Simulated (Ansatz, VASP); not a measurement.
# Two plane-wave programs on CdO

```
Cd O
1.0
     0.00000    2.34815    2.34815
     2.34815    0.00000    2.34815
     2.34815    2.34815    0.00000
Cd O
1 1
Cartesian
  0.0000 0.0000 0.0000
  2.3481 2.3481 2.3481
```

Alike in both runs: task single point; functional PBE; k mesh 6 × 6 × 6; occupations gaussian, width 0.1 eV; no spin polarisation.

```csv
,VASP,Ansatz
version,VASP 6.6.1,Ansatz 0.2.0
potentials or method,"VASP PAW PBE potentials, release 64 (Cd_sv_GW, O), cutoff 700 eV","scalar-relativistic, plane waves, PAW"
valence electrons in the cell,26,26
```

Ansatz gave:

- gap on the k mesh at the Fermi level (eV): none
- pressure (GPa): 6.4

Q: Which values does VASP return?

A: gap on the k mesh at the Fermi level (eV): none; pressure (GPa): 6.2.

A gap of «none» marks a metal or a gap that the smearing closes.

The k mesh is coarse, so the values compare programs but aren't converged.
